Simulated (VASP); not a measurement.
# ZnSe (I-4m2) in VASP: notebook

Runs on ZnSe. Level: LDA. Tasks: single point.

All numbers are computed with VASP 6.6.1; they aren't measurements. Logs are shortened: lines on timing, memory, paths and dates and some standing lists are left out, and cuts for length are marked.

## Step 1: The cell of the first run

The structure is tetragonal, space group I-4m2 (No. 119). The conventional cell has a = 3.991 Å, b = 3.991 Å, c = 5.414 Å, α = 90.00°, β = 90.00°, γ = 90.00°. Zn (site symmetry -4m2) has 4 Se at 2.41 Å within 3.2 Å. Within 3.2 Å of Se (site symmetry -4m2) lie 4 Zn at 2.41 Å.

## Step 2: Single point, LDA

The input, INCAR:

```
ALGO = Normal
EDIFF = 1E-6
ENCUT = 520
GGA = CA
ISIF = 2
ISMEAR = 0
LASPH = True
LCHARG = False
LREAL = False
LWAVE = False
NBANDS = 16
NELM = 80
PREC = Accurate
SIGMA = 0.05
```

The input, KPOINTS:

```
k-points
0
Gamma
  8 8 8
```

The input, POSCAR:

```
ZnSe
1.0
    0.0000000000      2.7070603954      2.8218842939
    2.8218842939      0.0000000000      2.8218842939
    2.8218842939      2.7070603954      0.0000000000
Zn Se
1 1
Direct
    0.0000000000      0.0000000000      0.0000000000
    0.7500000000      0.7500000000      0.7500000000
```

Potentials or basis: VASP PAW LDA potentials, release 64 (Zn, Se).

The run is started by

```sh
$ cat potpaw_LDA.64/Zn/POTCAR potpaw_LDA.64/Se/POTCAR > POTCAR
$ mpirun -np 1 vasp_std > vasp.out
```

OUTCAR:

```text
EDIFF = 1E-6
   ENCUT = 520
   GGA = CA
   ISIF = 2
   ISMEAR = 0
   LASPH = True
   LREAL = False
   NELM = 80
   PREC = Accurate

 ion  position               nearest neighbor table
   1  0.000  0.000  0.000-   2 2.41   2 2.41   2 2.41   2 2.41
   2  0.750  0.750  0.750-   1 2.41   1 2.41   1 2.41   1 2.41

  LATTYP: Found a body centered tetragonal cell.
 ALAT       =     3.9907470399
 C/A-ratio  =     1.3566684976

  Lattice vectors:

 A1 = (   0.0000000000,  -2.7070603954,   2.8218842939)
 A2 = (   0.0000000000,  -2.7070603954,  -2.8218842939)
 A3 = (   2.8218842939,   2.7070603954,   0.0000000000)

Analysis of symmetry for initial positions (statically):
=====================================================================
 Subroutine PRICEL returns:
 Original cell was already a primitive cell.

 Routine SETGRP: Setting up the symmetry group for a
 body centered tetragonal supercell.

 Subroutine GETGRP returns: Found  8 space group operations
 (whereof  8 operations were pure point group operations)
 out of a pool of 16 trial point group operations.

The static configuration has the point symmetry D_2d.

Analysis of symmetry for dynamics (positions and initial velocities):
=====================================================================
 Subroutine PRICEL returns:
 Original cell was already a primitive cell.

 Routine SETGRP: Setting up the symmetry group for a
 body centered tetragonal supercell.

 Subroutine GETGRP returns: Found  8 space group operations
 (whereof  8 operations were pure point group operations)
 out of a pool of 16 trial point group operations.

The dynamic configuration has the point symmetry D_2d.

 Subroutine INISYM returns: Found  8 space group operations
 (whereof  8 operations are pure point group operations),
 and found     1 'primitive' translations

----------------------------------------------------------------------------------------

                                     Primitive cell

  volume of cell :      43.1128

  direct lattice vectors                    reciprocal lattice vectors
     0.000000000  2.707060395  2.821884294    -0.177186570  0.184702196  0.177186570
     2.821884294  0.000000000  2.821884294     0.177186570 -0.184702196  0.177186570
     2.821884294  2.707060395  0.000000000     0.177186570  0.184702196 -0.177186570

  length of vectors
     3.910397288  3.990747040  3.910397288     0.311295780  0.311295780  0.311295780

[... 79 lines left out ...]
   NELM   =     80;   NELMIN=  2; NELMDL= -5     # of ELM steps
   EDIFF  = 0.1E-05   stopping-criterion for ELM
   LREAL  =      F    real-space projection
   EDIFFG = 0.1E-04   stopping-criterion for IOM
   NSW    =      0    number of steps for IOM
   IBRION =     -1    ionic relax: 0-MD 1-quasi-New 2-CG
   NFREE  =      0    steps in history (QN), initial steepest desc. (CG)
   ISIF   =      2    stress and relaxation
   ISYM   =      2    0-nonsym 1-usesym 2-fastsym
   POTIM  = 0.5000    time-step for ionic-motion
   TEBEG  =    0.0;   TEEND  =   0.0 temperature during run
   PSTRESS=    0.0 pullay stress
   NELECT =      18.0000    total number of electrons
   NUPDOWN=      -1.0000    fix difference up-down
   EMIN   =  10.00;   EMAX   =-10.00  energy-range for DOS
   EFERMI =   0.00;   METHOD = LEGACY
   ISMEAR =     0;   SIGMA  =   0.05  broadening in eV -4-tet -1-fermi 0-gaus
   EFERMI_NEDOS =   21; number of points for ismear=-14 and -15
   IALGO  =     38    algorithm
   IMIX   =      4    mixing-type and parameters
     AMIX     =   0.40;   BMIX     =  1.00
     AMIX_MAG =   1.60;   BMIX_MAG =  1.00
  volume/ion in A,a.u.               =      21.56       145.47
  Fermi-wavevector in a.u.,A,eV,Ry     =   1.223574  2.312219 20.369734  1.497133
  Thomas-Fermi vector in A             =   2.358680
   LORBIT       =      0    0 simple, 1 ext, 2 COOP (PROOUT), +10 PAW based schemes
   GGA     = CA    functional components
   LHFCALC =     F    Hartree Fock is set to
   AEXX    =    0.0000 exact exchange contribution
   IVDW    =     0    specifies the selected vdW correction
   LEPSILON=     F    determine dielectric tensor
   LRPA    =     F    only Hartree local field effects (RPA)
 non-spin polarized calculation
 Gauss-broadening in eV      SIGMA  =   0.05
  energy-cutoff  :      520.00
  volume of cell :       43.11
 maximum number of plane-waves:      1187
 NGX is ok and might be reduce to    30
   NGX = 15   NGY = 15   NGZ = 15

 number of electron      17.9999990 magnetization

 Free energy of the ion-electron system (eV)
  ---------------------------------------------------
  ext. energy  EPLUGINS =         0.00000000
  ---------------------------------------------------
  free energy    TOTEN  =        -7.36605942 eV

  energy without entropy =       -7.36605942  energy(sigma->0) =       -7.36605942

 E-fermi :   2.3715     XC(G=0):  -9.9427

 val. band max:        2.0948982033   @ k =   0.0000   0.0000   0.0000
 cond. band min:       3.2842204191   @ k =   0.0000   0.0000   0.0000
 fundamental gap:      1.1893222158
 Fermi energy:         2.3714789659

 k-point     1 :       0.0000    0.0000    0.0000
  band No.  band energies     occupation
      1     -11.6500      2.00000
      2      -4.8940      2.00000
      3      -4.8940      2.00000
      4      -4.8760      2.00000
      5      -4.4866      2.00000
      6      -4.4755      2.00000
[... 433 lines left out ...]
      3      -4.7900      2.00000
      4      -4.7173      2.00000
      5      -4.4696      2.00000
      6      -4.4549      2.00000
[... 8 lines left out ...]
     15      13.8393      0.00000
     16      14.4922      0.00000

 [... further k-points ...]

------------------------ aborting loop because EDIFF is reached ----------------------------------------

  FORCE on cell =-STRESS in cart. coord.  units (eV):
  Direction    XX          YY          ZZ          XY          YZ          ZX
  --------------------------------------------------------------------------------------
  -------------------------------------------------------------------------------------
  Total       -0.0287765      0.3640187     -0.0287765      0.0000000     -0.0000000      0.0000000
  in kB       -1.0694048     13.5278224     -1.0694048      0.0000000     -0.0000000      0.0000000
  external PRESSURE =       3.7963376 kB  Pullay stress =       0.0000000 kB

 VOLUME and BASIS-vectors are now :
 -----------------------------------------------------------------------------
  energy-cutoff  :      520.00
  volume of cell :       43.11
      direct lattice vectors                 reciprocal lattice vectors
     0.000000000  2.707060395  2.821884294    -0.177186570  0.184702196  0.177186570
     2.821884294  0.000000000  2.821884294     0.177186570 -0.184702196  0.177186570
     2.821884294  2.707060395  0.000000000     0.177186570  0.184702196 -0.177186570

 POSITION                                       TOTAL-FORCE (eV/Angst)
 -----------------------------------------------------------------------------------
      0.00000      0.00000      0.00000         0.000000      0.000000      0.000000
      4.23283      4.06059      4.23283        -0.000000     -0.000000     -0.000000
 -----------------------------------------------------------------------------------
    total drift:                                0.000000      0.000000      0.000000

  FREE ENERGIE OF THE ION-ELECTRON SYSTEM (eV)
  ---------------------------------------------------
  free  energy   TOTEN  =        -7.3660594206 eV

  energy  without entropy=       -7.3660594206  energy(sigma->0) =       -7.36605942
```

OSZICAR:

```text
N       E                     dE             d eps       ncg     rms          rms(c)
DAV:   1     0.852903286091E+02    0.85290E+02   -0.88699E+03  1888   0.131E+03
DAV:   2    -0.236117663253E+01   -0.87652E+02   -0.82483E+02  2216   0.254E+02
DAV:   3    -0.763601088116E+01   -0.52748E+01   -0.52565E+01  2224   0.610E+01
DAV:   4    -0.767892266257E+01   -0.42912E-01   -0.42908E-01  2448   0.580E+00
DAV:   5    -0.767913509909E+01   -0.21244E-03   -0.21244E-03  2256   0.369E-01    0.529E+00
DAV:   6    -0.739801446155E+01    0.28112E+00   -0.55790E-01  2744   0.256E+01    0.399E+00
DAV:   7    -0.737115556503E+01    0.26859E-01   -0.15554E-01  2280   0.385E+00    0.166E+00
DAV:   8    -0.736660815192E+01    0.45474E-02   -0.34931E-03  3000   0.826E-01    0.423E-01
DAV:   9    -0.736604987452E+01    0.55828E-03   -0.94452E-04  2128   0.255E-01    0.573E-02
DAV:  10    -0.736606870039E+01   -0.18826E-04   -0.13223E-04  2816   0.128E-01    0.188E-02
DAV:  11    -0.736605940694E+01    0.92934E-05   -0.18348E-05  2824   0.686E-02    0.513E-03
DAV:  12    -0.736605942056E+01   -0.13619E-07   -0.29578E-06  2216   0.127E-02
   1 F= -.73660594E+01 E0= -.73660594E+01  d E =-.283302E-17
```

Wall time 38 s (1 thread of Intel Xeon 6975P-C (Granite Rapids), shared host); peak memory 0.17 GiB.

Results:

| Property | Result |
| --- | --- |
| Free energy | -7.3661 eV |
| Pressure | 0.4 GPa |
| Band gap on the k mesh | 1.19 eV |

Caveat: the cell differs from its parent crystal (strain +e along x and -e along y +0.0000, strain +e along z and -e/2 along x and y -0.0275).

## Step 3: Single point, LDA

The input, INCAR:

```
PREC = Accurate
ENCUT = 520
EDIFF = 1E-6
ISMEAR = 0
SIGMA = 0.05
LREAL = False
LASPH = True
NELM = 60
ALGO = Normal
ISIF = 2
LWAVE = False
LCHARG = False
GGA = CA
NBANDS = 16
```

The input, KPOINTS:

```
regular mesh
0
Gamma
  8 8 8
```

The input, POSCAR:

```
ZnSe
1.0
    0.0000000000      2.5539618641      2.8984335596
    2.8984335596      0.0000000000      2.8984335596
    2.8984335596      2.5539618641      0.0000000000
Zn Se
1 1
Direct
    0.0000000000      0.0000000000      0.0000000000
    0.7500000000      0.7500000000      0.7500000000
```

Potentials or basis: VASP PAW LDA potentials, release 64 (Zn, Se).

The run is started by

```sh
$ cat potpaw_LDA.64/Zn/POTCAR potpaw_LDA.64/Se/POTCAR > POTCAR
$ mpirun -np 1 vasp_std > vasp.out
```

It took 38 s on 1 thread of Intel Xeon 6975P-C (Granite Rapids), shared host; peak memory 0.17 GiB.

Results (log left out):

- Free energy: -7.3250 eV
- Pressure: 0.4 GPa
- Band gap on the k mesh: 1.02 eV

Stress tensor (GPa, compression positive):
```
-0.88  0.00  0.00
 0.00  2.83  0.00
 0.00  0.00 -0.88
```

Levels at points of the mesh, in eV from the valence-band top:
| k point | band 6 | band 7 | band 8 | band 9 | band 10 | band 11 | band 12 | band 13 |
| --- | --- | --- | --- | --- | --- | --- | --- | --- |
| (0.00, 0.00, 0.00) | -6.71 | -0.38 | -0.38 | 0.00 | 1.02 | 5.52 | 5.58 | 5.58 |
| (0.50, 0.00, 0.00) | -6.55 | -5.85 | -1.54 | -0.85 | 2.06 | 5.55 | 6.83 | 8.42 |
| (0.50, 0.50, 0.00) | -6.58 | -5.53 | -2.47 | -2.23 | 2.68 | 3.55 | 10.13 | 10.25 |
| (0.50, 0.00, 0.50) | -6.41 | -4.77 | -3.09 | -3.09 | 2.12 | 2.27 | 11.16 | 11.16 |

Caveat: the cell differs from its parent crystal (strain +e along x and -e along y +0.0000, strain +e along z and -e/2 along x and y -0.0825).

## Step 4: Single point, LDA

The input, INCAR:

```
SYSTEM = ZnSe
PREC = Accurate ; ENCUT = 520
EDIFF = 1E-7 ; ISMEAR = 0
SIGMA = 0.05 ; LREAL = .FALSE.
LASPH = .TRUE. ; NELM = 100
ALGO = Normal ; ISIF = 2
LWAVE = .FALSE. ; LCHARG = .FALSE.
NBANDS = 16
```

The input, KPOINTS:

```
Automatic mesh
0
G
  8 8 8
  0 0 0
```

The input, POSCAR:

```
ZnSe
1.0
    0.0000000000      3.0132574581      2.6687857626
    2.6687857626      0.0000000000      2.6687857626
    2.6687857626      3.0132574581      0.0000000000
Zn Se
1 1
Direct
    0.0000000000      0.0000000000      0.0000000000
    0.7500000000      0.7500000000      0.7500000000
```

The run is started by

```sh
$ cat potpaw_LDA.64/Zn/POTCAR potpaw_LDA.64/Se/POTCAR > POTCAR
$ mpirun -np 1 vasp_std > vasp.out
```

It took 45 s on 1 thread of Intel Xeon 6975P-C (Granite Rapids), shared host; peak memory 0.17 GiB.

Results (log left out):

- Free energy: -7.3123 eV
- Pressure: 0.4 GPa
- Band gap on the k mesh: 1.05 eV

Stress tensor (GPa, compression positive):
```
 2.38  0.00  0.00
 0.00 -3.44  0.00
 0.00  0.00  2.38
```

Levels at points of the mesh, in eV from the valence-band top:
| k point | band 7 | band 8 | band 9 | band 10 | band 11 | band 12 |
| --- | --- | --- | --- | --- | --- | --- |
| (0.00, 0.00, 0.00) | -0.60 | 0.00 | 0.00 | 1.05 | 5.58 | 5.58 |
| (0.50, 0.00, 0.00) | -5.80 | -1.54 | -0.72 | 2.08 | 5.89 | 6.65 |
| (0.50, 0.50, 0.00) | -4.98 | -2.89 | -2.65 | 2.32 | 2.78 | 10.19 |
| (0.50, 0.00, 0.50) | -5.73 | -2.09 | -2.09 | 2.97 | 3.93 | 9.91 |

Caveat: the cell differs from its parent crystal (strain +e along x and -e along y +0.0000, strain +e along z and -e/2 along x and y +0.0825).

## Step 5: Summary

```csv
cell,gap on the mesh (eV),pressure (GPa)
"a = 3.910, b = 3.991 Å, angles 59.3, 61.4, 59.3°, 2 atoms",1.19,0.4
"a = 3.863, b = 4.099 Å, angles 58.0, 64.1, 58.0°, 2 atoms",1.02,0.4
"a = 4.025, b = 3.774 Å, angles 62.0, 55.9, 62.0°, 2 atoms",1.05,0.4
```

Alike in all rows: task single point; level LDA; potentials or basis VASP PAW LDA potentials, release 64 (Zn, Se); no spin polarisation; k mesh 8 × 8 × 8; cutoff (eV) 520; smearing gaussian 0.05 eV.

Absolute energies hang on the potentials; compare differences alone.
